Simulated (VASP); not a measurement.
PbSe: relaxation of cell and atoms with PBE

Crystal: PbSe.

```
Pb Se
1.0
     5.35150    0.00000    0.00000
     0.00000    5.35150    0.00000
     0.00000    0.00000    4.22335
Pb Se
2 2
Direct
  0.50000 0.00000 0.68224
  0.00000 0.50000 0.31776
  0.00000 0.00000 0.00000
  0.50000 0.50000 0.00000
```

This cell differs from its parent crystal: atoms taken out.

```
Program                : VASP 6.6.1
Task                   : relaxation of cell and atoms
Functional             : PBE
Potentials or basis    : VASP PAW PBE potentials, release 64 (Pb_d, Se)
Cutoff                 : 600 eV
k mesh                 : 8 × 8 × 8
Occupations            : gaussian, width 0.02 eV
Spin                   : no spin polarisation
Dipole correction      : no
Further INCAR settings : ALGO = Normal; EDIFF = 1e-06; IBRION = 2; EDIFFG = -0.01; NSW = 100; ISIF = 3
```

```yaml
Relaxed_volume: 30.26 Å³/atom
Relaxed_cell: a = 5.353 Å, b = 5.353 Å, c = 4.224 Å, α = 90.00°, β = 90.00°, γ = 90.00°
Space_group_after_relaxing_to_0.1_Å: P4/nmm (No. 129)
Energy_gained_by_relaxing: 0.0 meV/atom
Ionic_steps: 2
Pressure_after_relaxing: 0.0 GPa
Largest_force_after_relaxing: 0.005 eV/Å
Band_gap_on_the_k_mesh: 0.40 eV (least direct gap 0.93 eV)
```

Forces on the atoms (eV/Å):
```
Pb   0.000  0.000 -0.005
Pb   0.000  0.000  0.005
Se   0.000  0.000  0.000
Se   0.000  0.000  0.000
```

Final structure:
```
Pb Se
1.0
     5.35287    0.00000    0.00000
     0.00000    5.35287    0.00000
     0.00000    0.00000    4.22378
Pb Se
2 2
Direct
  0.50000 0.00000 0.68212
  0.00000 0.50000 0.31788
  0.00000 0.00000 0.00000
  0.50000 0.50000 0.00000
```

Levels at points of the mesh, in eV from the valence-band top:
```tsv
k point	band 16	band 17	band 18	band 19	band 20	band 21	band 22	band 23	band 24
(0.00, 0.00, 0.00)	-3.93	-1.30	-1.30	-1.01	-0.26	2.02	3.92	4.54	4.54
(0.50, 0.00, 0.00)	-2.86	-1.26	-1.26	-0.42	-0.42	1.94	1.94	4.57	4.57
(0.50, 0.50, 0.00)	-1.17	-0.68	-0.68	-0.11	-0.11	0.82	0.82	3.33	3.33
(0.00, 0.00, 0.50)	-3.04	-1.58	-1.35	-1.11	-1.11	0.83	1.01	1.19	1.19
(0.50, 0.00, 0.50)	-3.03	-2.21	-2.21	-1.19	-1.19	2.37	2.37	2.71	2.71
(0.50, 0.50, 0.50)	-3.39	-3.12	-3.12	0.00	0.00	3.90	3.90	4.09	4.09
```

It took 10 min on 1 thread of Intel Xeon 8259CL, on a shared host, peak memory 0.45 GiB.

Caveat: the cell differs from its parent crystal (atoms taken out); spin-orbit coupling is left out, which moves the levels of the heavy elements. A k mesh can miss the band edges.
